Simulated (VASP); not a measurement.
# Pd (I4/mmm) in VASP: further runs

Pd is run at these levels: PBEsol; tasks: single point.

Program: VASP 6.6.1. These are calculated values, not measurements. Logs are shortened: lines on timing, memory, paths and dates and some standing lists are left out, and cuts for length are marked.

## (1) The cell of the first run

The structure is tetragonal, space group I4/mmm (No. 139). Conventional cell: a = 2.723 Å, b = 2.723 Å, c = 3.890 Å, α = 90.00°, β = 90.00°, γ = 90.00°. Pd (site symmetry 4/mmm) has 12 Pd at 2.72 to 2.74 Å within 3.6 Å.

## (2) Single point, PBEsol (equal xx and yy strain of -1 %)

File INCAR:

```
SYSTEM = Pd
  ALGO = Normal
  EDIFF = 1E-6
  ENCUT = 520
  GGA = PS
  ISIF = 2
  ISMEAR = -1
  LASPH = .True.
  LCHARG = .False.
  LREAL = .False.
  LWAVE = .False.
  NBANDS = 11
  NELM = 80
  PREC = Accurate
  SIGMA = 0.05
```

File KPOINTS:

```
k-points
0
Gamma
  18 18 18
  0 0 0
```

File POSCAR:

```
Pd
1.0
    0.0000000000      1.9254510000      1.9449000000
    1.9254510000      0.0000000000      1.9449000000
    1.9254510000      1.9254510000      0.0000000000
Pd
1
Direct
    0.0000000000      0.0000000000      0.0000000000
```

Potentials or basis: VASP PAW PBE potentials, release 64 (Pd).

Launch:

```console
$ cat potpaw_PBE.64/Pd/POTCAR > POTCAR
$ mpirun -np 1 vasp_std > vasp.out
```

OUTCAR:

```text
SYSTEM = Pd
   EDIFF = 1E-6
   ENCUT = 520
   GGA = PS
   ISIF = 2
   ISMEAR = -1
   LASPH = .True.
   LREAL = .False.
   NELM = 80
   PREC = Accurate

 ion  position               nearest neighbor table
   1  0.000  0.000  0.000-

  LATTYP: Found a body centered tetragonal cell.
 ALAT       =     2.7229989179
 C/A-ratio  =     1.4284985479

  Lattice vectors:

 A1 = (  -1.9254510000,   0.0000000000,   1.9449000000)
 A2 = (   1.9254510000,   0.0000000000,   1.9449000000)
 A3 = (   0.0000000000,   1.9254510000,  -1.9449000000)

Analysis of symmetry for initial positions (statically):
=====================================================================
 Subroutine PRICEL returns:
 Original cell was already a primitive cell.

 Routine SETGRP: Setting up the symmetry group for a
 body centered tetragonal supercell.

 Subroutine GETGRP returns: Found 16 space group operations
 (whereof 16 operations were pure point group operations)
 out of a pool of 16 trial point group operations.

The static configuration has the point symmetry D_4h.

Analysis of symmetry for dynamics (positions and initial velocities):
=====================================================================
 Subroutine PRICEL returns:
 Original cell was already a primitive cell.

 Routine SETGRP: Setting up the symmetry group for a
 body centered tetragonal supercell.

 Subroutine GETGRP returns: Found 16 space group operations
 (whereof 16 operations were pure point group operations)
 out of a pool of 16 trial point group operations.

The dynamic configuration has the point symmetry D_4h.

 Subroutine INISYM returns: Found 16 space group operations
 (whereof 16 operations are pure point group operations),
 and found     1 'primitive' translations

----------------------------------------------------------------------------------------

                                     Primitive cell

  volume of cell :      14.4209

  direct lattice vectors                    reciprocal lattice vectors
     0.000000000  1.925451000  1.944900000    -0.259679421  0.259679421  0.257082626
     1.925451000  0.000000000  1.944900000     0.259679421 -0.259679421  0.257082626
     1.925451000  1.925451000  0.000000000     0.259679421  0.259679421 -0.257082626

  length of vectors
     2.736785992  2.736785992  2.722998918     0.448283704  0.448283704  0.448283704

  position of ions in fractional coordinates (direct lattice)
     0.000000000  0.000000000  0.000000000

  ion indices of the primitive-cell ions
   primitive index   ion index
                 1           1

----------------------------------------------------------------------------------------

 KPOINTS: k-points

Automatic generation of k-mesh.
 Grid dimensions read from file:
 generate k-points for:   18   18   18

 Generating k-lattice:

  Cartesian coordinates                     Fractional coordinates (reciprocal lattice)
    -0.014426634  0.014426634  0.014282368     0.055555556  0.000000000  0.000000000
     0.014426634 -0.014426634  0.014282368     0.000000000  0.055555556  0.000000000
     0.014426634  0.014426634 -0.014282368    -0.000000000 -0.000000000  0.055555556

  Length of vectors
     0.024904650  0.024904650  0.024904650

  Shift w.r.t. Gamma in fractional coordinates (k-lattice)
     0.000000000  0.000000000  0.000000000

 Subroutine IBZKPT returns following result:
 ===========================================

 Found    480 irreducible k-points:

 Following reciprocal coordinates:
            Coordinates               Weight
  0.000000  0.000000  0.000000      1.000000
  0.055556  0.000000  0.000000      8.000000
  0.111111  0.000000  0.000000      8.000000
  0.166667  0.000000  0.000000      8.000000
  0.222222  0.000000  0.000000      8.000000
  0.277778  0.000000  0.000000      8.000000
[... 16 lines left out ...]
 -0.277778  0.055556  0.000000      8.000000
 -0.222222  0.055556  0.000000      8.000000
 [... further k-points ...]
   k-points           NKPTS =    480   k-points in BZ     NKDIM =    480   number of bands    NBANDS=     11
   number of dos      NEDOS =    301   number of ions     NIONS =      1
   total plane-waves  NPLWV =   8000
   dimension x,y,z NGX =    20 NGY =   20 NGZ =   20
   dimension x,y,z NGXF=    40 NGYF=   40 NGZF=   40
   ions per type =               1
   NGX,Y,Z   is equivalent  to a cutoff of  12.15, 12.15, 12.21 a.u.
   NGXF,Y,Z  is equivalent  to a cutoff of  24.30, 24.30, 24.42 a.u.
 SYSTEM =  Pd
   PREC   = accura    normal or accurate (medium, high low for compatibility)
   ISTART =      0    job   : 0-new  1-cont  2-samecut
   ICHARG =      2    charge: 1-file 2-atom 10-const
   ISPIN  =      1    spin polarized calculation?
   LNONCOLLINEAR =      F non collinear calculations
   LSORBIT =      F    spin-orbit coupling
   LASPH  =      T    aspherical Exc in radial PAW
   ENCUT  =  520.0 eV  38.22 Ry    6.18 a.u.   5.09  5.09  5.06*2*pi/ulx,y,z
   NELM   =     80;   NELMIN=  2; NELMDL= -5     # of ELM steps
   EDIFF  = 0.1E-05   stopping-criterion for ELM
   LREAL  =      F    real-space projection
   EDIFFG = 0.1E-04   stopping-criterion for IOM
   NSW    =      0    number of steps for IOM
   IBRION =     -1    ionic relax: 0-MD 1-quasi-New 2-CG
   NFREE  =      0    steps in history (QN), initial steepest desc. (CG)
   ISIF   =      2    stress and relaxation
   ISYM   =      2    0-nonsym 1-usesym 2-fastsym
   POTIM  = 0.5000    time-step for ionic-motion
   TEBEG  =    0.0;   TEEND  =   0.0 temperature during run
   PSTRESS=    0.0 pullay stress
   NELECT =      10.0000    total number of electrons
   NUPDOWN=      -1.0000    fix difference up-down
   EMIN   =  10.00;   EMAX   =-10.00  energy-range for DOS
   EFERMI =   0.00;   METHOD = LEGACY
   ISMEAR =    -1;   SIGMA  =   0.05  broadening in eV -4-tet -1-fermi 0-gaus
   EFERMI_NEDOS =   21; number of points for ismear=-14 and -15
   IALGO  =     38    algorithm
   IMIX   =      4    mixing-type and parameters
     AMIX     =   0.40;   BMIX     =  1.00
     AMIX_MAG =   1.60;   BMIX_MAG =  1.00
  volume/ion in A,a.u.               =      14.42        97.32
  Fermi-wavevector in a.u.,A,eV,Ry     =   1.449030  2.738270 28.567995  2.099688
  Thomas-Fermi vector in A             =   2.566803
   LORBIT       =      0    0 simple, 1 ext, 2 COOP (PROOUT), +10 PAW based schemes
   GGA     = PS    functional components
   LHFCALC =     F    Hartree Fock is set to
   AEXX    =    0.0000 exact exchange contribution
   IVDW    =     0    specifies the selected vdW correction
   LEPSILON=     F    determine dielectric tensor
   LRPA    =     F    only Hartree local field effects (RPA)
 non-spin polarized calculation
  energy-cutoff  :      520.00
  volume of cell :       14.42
 maximum number of plane-waves:       399
   NGX = 11   NGY = 11   NGZ = 11

 number of electron      10.0000003 magnetization

 Free energy of the ion-electron system (eV)
  ---------------------------------------------------
  ext. energy  EPLUGINS =         0.00000000
  ---------------------------------------------------
  free energy    TOTEN  =        -5.97225840 eV

  energy without entropy =       -5.95466932  energy(sigma->0) =       -5.96346386

 E-fermi :  10.0146     XC(G=0): -13.5209

 val. band max:       10.0137389309   @ k =  -0.3333  -0.0000   0.0556
 cond. band min:      10.0194862441   @ k =  -0.3889   0.3889   0.0556
 fundamental gap:      0.0057473131
 Fermi energy:        10.0145961870

 k-point     1 :       0.0000    0.0000    0.0000
  band No.  band energies     occupation
      1       2.5895      2.00000
      2       6.9827      2.00000
      3       7.0815      2.00000
      4       7.0815      2.00000
      5       8.6895      2.00000
      6       8.7933      2.00000
      7      27.1438      0.00000
      8      31.8751      0.00000
      9      32.1256      0.00000
     10      32.1256      0.00000
     11      36.0250      0.00000

 k-point     2 :       0.0556    0.0000    0.0000
  band No.  band energies     occupation
      1       2.7043      2.00000
      2       6.9798      2.00000
      3       7.0827      2.00000
      4       7.1222      2.00000
      5       8.6707      2.00000
      6       8.7718      2.00000
      7      27.2728      0.00000
      8      31.2681      0.00000
      9      32.1071      0.00000
     10      32.2626      0.00000
     11      36.0661      0.00000

 k-point     3 :       0.1111    0.0000    0.0000
  band No.  band energies     occupation
      1       3.0360      2.00000
      2       6.8938      2.00000
      3       7.1683      2.00000
      4       7.2293      2.00000
      5       8.6329      2.00000
      6       8.7244      2.00000
      7      27.5724      0.00000
      8      29.7318      0.00000
      9      32.4874      0.00000
     10      32.6521      0.00000
     11      36.0927      0.00000

 k-point     4 :       0.1667    0.0000    0.0000
  band No.  band energies     occupation
      1       3.5363      2.00000
      2       6.7965      2.00000
      3       7.2812      2.00000
      4       7.3519      2.00000
      5       8.6351      2.00000
      6       8.7073      2.00000
      7      27.3538      0.00000
      8      28.4989      0.00000
      9      33.0623      0.00000
     10      33.2215      0.00000
     11      36.1925      0.00000
[... 239 lines left out ...]
 k-point    22 :      -0.3333    0.0556    0.0000
  band No.  band energies     occupation
      1       4.6746      2.00000
      2       7.0955      2.00000
      3       7.2697      2.00000
      4       8.1822      2.00000
      5       9.2773      2.00000
      6      10.0335      0.81351
      7      20.9595      0.00000
      8      27.2936      0.00000
      9      31.2604      0.00000
     10      33.4821      0.00000
     11      36.0389      0.00000

 k-point    23 :      -0.2778    0.0556    0.0000
  band No.  band energies     occupation
      1       4.6313      2.00000
      2       7.1598      2.00000
      3       7.3854      2.00000
      4       7.4036      2.00000
      5       8.9160      2.00000
      6       9.5350      1.99986
      7      22.9982      0.00000
      8      27.8199      0.00000
      9      31.9355      0.00000
     10      34.9666      0.00000
     11      35.2482      0.00000

 k-point    24 :      -0.2222    0.0556    0.0000
  band No.  band energies     occupation
      1       4.3416      2.00000
      2       6.8063      2.00000
      3       7.3438      2.00000
      4       7.4641      2.00000
      5       8.6289      2.00000
      6       9.1426      2.00000
      7      25.0392      0.00000
      8      28.2438      0.00000
      9      32.3587      0.00000
     10      34.7636      0.00000
     11      35.2724      0.00000

 [... further k-points ...]

------------------------ aborting loop because EDIFF is reached ----------------------------------------

  FORCE on cell =-STRESS in cart. coord.  units (eV):
  Direction    XX          YY          ZZ          XY          YZ          ZX
  --------------------------------------------------------------------------------------
  -------------------------------------------------------------------------------------
  Total        0.1582883      0.1582883      0.0953635      0.0000000      0.0000000     -0.0000000
  in kB       17.5860028     17.5860028     10.5949912      0.0000000      0.0000000     -0.0000000
  external PRESSURE =      15.2556656 kB  Pullay stress =       0.0000000 kB

 VOLUME and BASIS-vectors are now :
 -----------------------------------------------------------------------------
  energy-cutoff  :      520.00
  volume of cell :       14.42
      direct lattice vectors                 reciprocal lattice vectors
     0.000000000  1.925451000  1.944900000    -0.259679421  0.259679421  0.257082626
     1.925451000  0.000000000  1.944900000     0.259679421 -0.259679421  0.257082626
     1.925451000  1.925451000  0.000000000     0.259679421  0.259679421 -0.257082626

 POSITION                                       TOTAL-FORCE (eV/Angst)
 -----------------------------------------------------------------------------------
      0.00000      0.00000      0.00000         0.000000     -0.000000      0.000000
 -----------------------------------------------------------------------------------
    total drift:                               -0.000000     -0.000000     -0.000000

  FREE ENERGIE OF THE ION-ELECTRON SYSTEM (eV)
  ---------------------------------------------------
  free  energy   TOTEN  =        -5.9722583969 eV

  energy  without entropy=       -5.9546693242  energy(sigma->0) =       -5.96346386
```

Run time: 33 s. Hardware: 1 thread of AMD EPYC 9R45 (Zen 5), shared host; peak memory 0.15 GiB.

What came out:

- Free energy: -5.9723 eV
- Pressure: 1.5 GPa
- Band gap on the k mesh: zero (bands 5 and 6 overlap by 1.65 eV)

Stress tensor (GPa, compression positive):
```
1.76 0.00 0.00
0.00 1.76 0.00
0.00 0.00 1.06
```

Levels at points of the mesh, in eV from the Fermi level:
```tsv
k point	band 3	band 4	band 5	band 6	band 7	band 8
(0.00, 0.00, 0.00)	-2.93	-2.93	-1.33	-1.22	17.13	21.86
(0.50, 0.00, 0.00)	-2.97	-0.04	0.00	0.86	7.44	16.49
(0.50, 0.50, 0.00)	-0.04	0.30	0.30	3.11	10.76	13.35
(0.50, 0.00, 0.50)	-0.05	0.27	0.34	3.31	11.04	13.13
```

Caveat: the cell differs from its parent crystal (equal xx and yy strain of -1 %); the PAW data sets were made with another functional, which shifts forces and pressure a little.

## (3) Single point, PBEsol (zz strain of -1 %)

File INCAR:

```
SYSTEM = Pd
PREC = Accurate ; ENCUT = 520
EDIFF = 1E-7 ; ISMEAR = -1
SIGMA = 0.05 ; LREAL = .False.
LASPH = .True. ; NELM = 80
ALGO = Normal ; ISIF = 2
LWAVE = .False. ; LCHARG = .False.
GGA = PS ; NBANDS = 11
```

File KPOINTS:

```
Automatic mesh
0
Gamma
  18 18 18
  0 0 0
```

File POSCAR:

```
Pd
1.0
    0.0000000000      1.9449000000      1.9254510000
    1.9449000000      0.0000000000      1.9254510000
    1.9449000000      1.9449000000      0.0000000000
Pd
1
Direct
    0.0000000000      0.0000000000      0.0000000000
```

Potentials or basis: VASP PAW PBE potentials, release 64 (Pd).

Launch:

```console
$ cat potpaw_PBE.64/Pd/POTCAR > POTCAR
$ mpirun -np 1 vasp_std > vasp.out
```

Wall time 36 s (1 thread of AMD EPYC 9R45 (Zen 5), shared host); peak memory 0.16 GiB.

Results (log left out):

```
Free energy            : -5.9728 eV
Pressure               : -0.6 GPa
Band gap on the k mesh : zero (bands 5 and 6 overlap by 1.61 eV)
```

Stress tensor (GPa, compression positive):
```
-0.77  0.00  0.00
 0.00 -0.77  0.00
 0.00  0.00 -0.15
```

Levels at points of the mesh, in eV from the Fermi level:
| k point | band 2 | band 3 | band 4 | band 5 | band 6 | band 7 | band 8 | band 9 |
| --- | --- | --- | --- | --- | --- | --- | --- | --- |
| (0.00, 0.00, 0.00) | -2.95 | -2.95 | -2.85 | -1.30 | -1.20 | 17.13 | 21.89 | 21.89 |
| (0.50, 0.00, 0.00) | -3.01 | -2.92 | -0.04 | 0.00 | 0.89 | 7.36 | 16.48 | 21.02 |
| (0.50, 0.50, 0.00) | -5.24 | -0.05 | 0.30 | 0.30 | 3.38 | 11.02 | 13.05 | 13.05 |
| (0.50, 0.00, 0.50) | -5.24 | -0.04 | 0.26 | 0.33 | 3.18 | 10.75 | 13.21 | 13.27 |

Caveat: the cell differs from its parent crystal (zz strain of -1 %); the PAW data sets were made with another functional, which shifts forces and pressure a little.

## (4) Single point, PBEsol (zz strain of +1 %)

File INCAR:

```
PREC     = Accurate       # precision mode
ENCUT    = 520            # plane-wave cutoff, eV
EDIFF    = 1E-7           # SCF threshold, eV
ISMEAR   = -1             # smearing method
SIGMA    = 0.05           # smearing width, eV
LREAL    = False          # projectors in reciprocal space
LASPH    = True           # aspherical terms in the spheres
NELM     = 60             # most SCF steps
ALGO     = Normal         # electronic algorithm
ISIF     = 2              # what is computed and relaxed
LWAVE    = False          # write WAVECAR
LCHARG   = False          # write CHGCAR
GGA      = PS             # functional
NBANDS   = 11             # bands
```

File KPOINTS:

```
Automatic mesh
0
Gamma
  18 18 18
```

File POSCAR:

```
Pd
1.0
    0.0000000000      1.9449000000      1.9643490000
    1.9449000000      0.0000000000      1.9643490000
    1.9449000000      1.9449000000      0.0000000000
Pd
1
Direct
    0.0000000000      0.0000000000      0.0000000000
```

Launch:

```console
$ cat potpaw_PBE.64/Pd/POTCAR > POTCAR
$ mpirun -np 1 vasp_std > vasp.out
```

It took 46 s on 1 thread of AMD EPYC 9R45 (Zen 5), shared host; peak memory 0.17 GiB.

It converged, with:

```yaml
Free_energy: -5.9684 eV
Pressure: -4.4 GPa
Band_gap_on_the_k_mesh: zero (bands 5 and 6 overlap by 1.56 eV)
```

Stress tensor (GPa, compression positive):
```
-4.17  0.00  0.00
 0.00 -4.17  0.00
 0.00  0.00 -4.79
```

Levels at points of the mesh, in eV from the Fermi level:
```csv
k point,band 1,band 2,band 3,band 4,band 5,band 6,band 7,band 8,band 9,band 10
"(0.00, 0.00, 0.00)",-7.19,-2.89,-2.79,-2.79,-1.26,-1.16,17.12,21.69,21.92,21.92
"(0.50, 0.00, 0.00)",-5.29,-2.91,-2.82,-0.04,0.00,0.93,7.20,16.47,20.83,21.04
"(0.50, 0.50, 0.00)",-5.36,-5.08,-0.04,0.28,0.28,3.12,10.45,13.19,13.19,21.48
"(0.50, 0.00, 0.50)",-5.36,-5.08,-0.05,0.25,0.32,3.31,10.72,12.98,13.03,21.32
```

Caveat: the cell differs from its parent crystal (zz strain of +1 %); the cell stands under tension; the PAW data sets were made with another functional, which shifts forces and pressure a little.

## (5) Single point, PBEsol (zz strain of +2 %)

File INCAR:

```
PREC     = Accurate       # precision mode
ENCUT    = 520            # plane-wave cutoff, eV
EDIFF    = 1E-6           # SCF threshold, eV
ISMEAR   = -1             # smearing method
SIGMA    = 0.05           # smearing width, eV
LREAL    = F              # projectors in reciprocal space
LASPH    = T              # aspherical terms in the spheres
NELM     = 100            # most SCF steps
ALGO     = Normal         # electronic algorithm
ISIF     = 2              # what is computed and relaxed
LWAVE    = F              # write WAVECAR
LCHARG   = F              # write CHGCAR
GGA      = PS             # functional
NBANDS   = 11             # bands
```

File KPOINTS:

```
regular mesh
0
Gamma
  18 18 18
```

File POSCAR:

```
Pd
1.0
    0.0000000000      1.9449000000      1.9837980000
    1.9449000000      0.0000000000      1.9837980000
    1.9449000000      1.9449000000      0.0000000000
Pd
1
Direct
    0.0000000000      0.0000000000      0.0000000000
```

Launch:

```console
$ cat potpaw_PBE.64/Pd/POTCAR > POTCAR
$ mpirun -np 1 vasp_std > vasp.out
```

Wall time 42 s (1 thread of AMD EPYC 9R45 (Zen 5), shared host); peak memory 0.17 GiB.

Results (log left out):

* Free energy: -5.9631 eV
* Pressure: -6.1 GPa
* Band gap on the k mesh: zero (bands 5 and 6 overlap by 1.56 eV)

Stress tensor (GPa, compression positive):
```
-5.69  0.00  0.00
 0.00 -5.69  0.00
 0.00  0.00 -6.90
```

Levels at points of the mesh, in eV from the Fermi level:
```csv
k point,band 2,band 3,band 4,band 5,band 6,band 7,band 8,band 9
"(0.00, 0.00, 0.00)",-2.90,-2.72,-2.72,-1.29,-1.10,17.12,21.48,21.94
"(0.50, 0.00, 0.00)",-2.91,-2.73,-0.06,0.02,0.96,7.13,16.45,20.64
"(0.50, 0.50, 0.00)",-5.00,-0.04,0.27,0.27,3.00,10.18,13.26,13.26
"(0.50, 0.00, 0.50)",-4.99,-0.05,0.22,0.35,3.38,10.71,12.84,12.95
```

Caveat: the cell differs from its parent crystal (zz strain of +2 %); the cell stands under tension; the PAW data sets were made with another functional, which shifts forces and pressure a little.

## (6) Overview

```csv
cell,gap on the mesh (eV),pressure (GPa)
"a = 2.737, b = 2.737, c = 2.723 Å, angles 60.2, 60.2, 59.7°, 1 atom",none,1.5
"a = 2.737, b = 2.737, c = 2.751 Å, angles 59.8, 59.8, 60.3°, 1 atom",none,-0.6
"a = 2.764, b = 2.764, c = 2.751 Å, angles 60.2, 60.2, 59.7°, 1 atom",none,-4.4
"a = 2.778, b = 2.778, c = 2.751 Å, angles 60.3, 60.3, 59.3°, 1 atom",none,-6.1
```

Alike in all rows: task single point; level PBEsol; potentials or basis VASP PAW PBE potentials, release 64 (Pd); no spin polarisation; k mesh 18 × 18 × 18; cutoff (eV) 520; smearing fermi-dirac 0.05 eV.

Caveats: the PAW data sets were made with another functional, which shifts forces and pressure a little; the cell stands under tension (at least some runs).

Absolute energies hang on the potentials; compare differences alone.
